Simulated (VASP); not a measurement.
Runs of VASP 6.6.1 on WC. The structure is that of space group Fm-3m (No. 225), or close to it. The cells are those of the table. 

| cell | gap on the mesh (eV) | pressure (GPa) |
| --- | --- | --- |
| a = 2.985, b = 2.985, c = 3.023 Å, angles 59.6, 59.6, 60.9°, 2 atoms | none | (c) |
| a = 2.985, b = 2.985, c = 2.946 Å, angles 60.4, 60.4, 59.1°, 2 atoms | none | 51.0 |
| a = 2.946 Å, angles 60.0°, 2 atoms | none | 66.5 |
| a = 3.023 Å, angles 60.0°, 2 atoms | none | (b) |
| a = 3.064, b = 3.064, c = 2.946 Å, angles 61.3, 61.3, 57.5°, 2 atoms | none | 28.7 |
| a = 3.024, b = 3.024, c = 2.946 Å, angles 60.9, 60.9, 58.3°, 2 atoms | none | 38.6 |
| a = 3.062, b = 3.062, c = 3.101 Å, angles 59.6, 59.6, 60.8°, 2 atoms | none | 0.8 |
| a = 3.256 Å, angles 60.0°, 2 atoms | none | -45.9 |
| a = 3.178 Å, angles 60.0°, 2 atoms | none | -31.1 |
| a = 3.062, b = 3.062, c = 3.023 Å, angles 60.4, 60.4, 59.2°, 2 atoms | none | (a) |

Alike in all rows: task single point; level PBEsol; potentials or basis VASP PAW PBE potentials, release 64 (W_sv, C); no spin polarisation; k mesh 18 × 18 × 18; cutoff (eV) 520; smearing gaussian 0.15 eV.

Estimate the missing entries.

(a) 11.3; (b) 22.3; (c) 36.3.

Caveats: the PAW data sets were made with another functional, which shifts forces and pressure a little; spin-orbit coupling is left out, which moves the levels of the heavy elements; the cell stands under pressure (at least some runs); the cell stands under tension (at least some runs).

A k mesh can miss the band edges, and the runs leave out spin-orbit coupling on W.

A gap of «none» marks levels without a gap at the run's occupations.
